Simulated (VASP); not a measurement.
A run of VASP 6.6.1 is set up as follows.

File INCAR:

```
PREC = Accurate
ENCUT = 520
EDIFF = 1E-6
ISMEAR = -1
SIGMA = 0.05
LREAL = F
LASPH = T
NELM = 150
ALGO = Normal
ISIF = 2
LWAVE = F
LCHARG = F
LNONCOLLINEAR = T
MAGMOM = 0 0 0 0 0 0
LORBIT = 11
LSORBIT = T
GGA_COMPAT = F
LORBMOM = T
GGA = PE
NBANDS = 30
```

File KPOINTS:

```
regular mesh
0
Gamma
  10 10 10
```

POSCAR

```
GaN
1.0
    0.0000000000      2.2383759866      2.2383759866
    2.2383759866      0.0000000000      2.2383759866
    2.2383759866      2.2383759866      0.0000000000
Ga N
1 1
Direct
    0.0000000000      0.0000000000      0.0000000000
    0.2500000000      0.2500000000      0.2500000000
```

Potentials or basis: VASP PAW PBE potentials, release 64 (Ga_d, N).

Run with:

```bash
$ cat potpaw_PBE.64/Ga_d/POTCAR potpaw_PBE.64/N/POTCAR > POTCAR
$ mpirun -np 1 vasp_ncl > vasp.out
```

Question: What does it give for the net moment?

Answer: 0.00 μB per cell.

Question: What does it give for the pressure?

Answer: 9.1 GPa.

Moments on the atoms (μB; x, y, z):
```
Ga  0.00 0.00 0.00
N   0.00 0.00 0.00
```

Caveat: the cell stands under pressure.
